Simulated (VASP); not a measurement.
Input of a VASP 6.6.1 run:

Contents of INCAR:

```
SYSTEM = V
ALGO = Fast
EDIFF = 1E-6
ENCUT = 520
ISIF = 2
ISMEAR = -1
ISPIN = 2
LASPH = .True.
LCHARG = .False.
LMAXMIX = 4
LORBIT = 11
LREAL = .False.
LWAVE = .False.
MAGMOM = 2
NBANDS = 16
NELM = 150
PREC = Accurate
SIGMA = 0.05
```

KPOINTS

```
k-points
0
Gamma
  12 12 12
  0 0 0
```

POSCAR

```
V
1.0
   -1.4834362237      1.4834362237      1.4834362237
    1.4834362237     -1.4834362237      1.4834362237
    1.4834362237      1.4834362237     -1.4834362237
V
1
Direct
    0.0000000000      0.0000000000      0.0000000000
```

Potentials or basis: VASP PAW LDA potentials, release 64 (V_sv).

The run is started by

```sh
$ cat potpaw_LDA.64/V_sv/POTCAR > POTCAR
$ mpirun -np 1 vasp_std > vasp.out
```

Q: What does it give for the pressure?

A: -7.8 GPa.

Q: Estimate the net moment.

A: 0.00 μB per cell.
